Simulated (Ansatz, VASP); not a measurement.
# One calculation of SnTe, two programs

```xyz
2
Lattice="0.0000 3.6543 3.6543 3.6543 0.0000 3.6543 3.6543 3.6543 0.0000" Properties=species:S:1:pos:R:3 pbc="T T T"
Sn    0.0000    0.0000    0.0000
Te    1.8271    1.8271    1.8271
```

Alike in both runs: task single point; functional r2SCAN; k mesh 6 × 6 × 6; occupations fermi-dirac, width 0.02 eV; no spin polarisation.

|  | VASP | Ansatz |
| --- | --- | --- |
| version | VASP 6.6.1 | Ansatz 0.2.0 |
| potentials or method | VASP PAW PBE potentials, release 64 (Sn_d, Te) | plane waves, PAW |
| plane-wave cutoff (eV) | 520 | 500 |
| valence electrons in the cell | 20 | 30 |

|  | VASP | Ansatz | Ansatz less VASP |
| --- | --- | --- | --- |
| pressure (GPa) | -1.4 | -1.4 | +0.01 |

VASP's potentials were made for PBE, not for r2SCAN. VASP's potentials hold 20 valence electrons a cell and Ansatz's 30, so a difference there can come from the potentials and not from the codes.

Spin-orbit coupling is off throughout.
